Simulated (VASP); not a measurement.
TaW:

```xyz
2
Lattice="1.6034 -2.2918 0.0000 1.6034 2.2918 0.0000 0.0000 0.0000 4.4915" Properties=species:S:1:pos:R:3 pbc="T T T"
Ta    0.0000    0.0000    0.0000
W     1.6034    0.0000    2.2457
```

Base run:

| Quantity | Value |
| --- | --- |
| Program | VASP 6.6.1 |
| Functional | LDA |
| Potentials or basis | VASP PAW LDA potentials, release 64 (Ta_pv, W_sv) |
| Cutoff | 520 eV |
| k mesh | 8 × 8 × 5 |
| Occupations | gaussian, width 0.05 eV |
| Spin | no spin polarisation |

Its results: pressure -4.0 GPa.

Question: The run is repeated on the same cell with these changes: potentials or basis from VASP PAW LDA potentials, release 64 (Ta_pv, W_sv) to VASP PAW LDA potentials, release 64 (Ta_sv_GW, W_sv); cutoff from 520 eV to 500 eV; valence electrons from 25 to 27. What comes out?

Answer: Pressure -4.8 GPa.
